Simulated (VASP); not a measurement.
Wanted: the native input for a VASP 6.6.1 run.

* Task: relaxation of cell and atoms
* Functional: PBE
* Potentials or basis: VASP PAW PBE potentials, release 64 (K_sv, Br)
* Cutoff: 600 eV
* k mesh: 6 × 6 × 6
* Occupations: gaussian, width 0.02 eV
* Spin: no spin polarisation
* Dipole correction: no
* Further INCAR settings: ALGO = Normal; EDIFF = 1e-07; IBRION = 2; EDIFFG = -0.01; NSW = 100; ISIF = 3

The structure of KBr lies in POSCAR:

```
KBr
1.0
    4.0382600546      0.0000000000      0.0000000000
    0.0000000000      4.0382600546      0.0000000000
    0.0000000000      0.0000000000      4.0397343728
K Br
1 1
Direct
    0.5000000000      0.5000000000      0.5000000000
    0.0000000000      0.0000000000      0.0000000000
```

The cell was built from a structure type or drawn by symmetry, and may not be a known phase.

One way to write it, as run:

INCAR

```
ALGO = Normal ; EDIFF = 1E-7
EDIFFG = -0.01 ; ENCUT = 600
GGA = PE ; IBRION = 2
ISIF = 3 ; ISMEAR = 0
LASPH = T ; LCHARG = F
LREAL = F ; LWAVE = F
NELM = 80 ; NSW = 100
PREC = Accurate ; SIGMA = 0.02
```

KPOINTS

```
k-points
0
Gamma
  6 6 6
```

Potentials or basis: VASP PAW PBE potentials, release 64 (K_sv, Br).

The run is started by

```console
$ cat potpaw_PBE.64/K_sv/POTCAR potpaw_PBE.64/Br/POTCAR > POTCAR
$ mpirun -np 1 vasp_std > vasp.out
```

Results of the run:

```
Relaxed volume                        : 32.98 Å³/atom
Relaxed cell                          : a = 4.040 Å, b = 4.040 Å, c = 4.041 Å, α = 90.00°, β = 90.00°, γ = 90.00°
Space group after relaxing (to 0.1 Å) : Pm-3m (No. 221)
Energy gained by relaxing             : 0.0 meV/atom
Ionic steps                           : 2
Pressure after relaxing               : 0.0 GPa
Band gap on the k mesh                : 3.87 eV (least direct gap 4.13 eV)
```

Wall time 20 s on 1 thread of Intel(R) Xeon(R) 6975P-C (Granite Rapids) (shared host), peak memory 0.21 GiB.
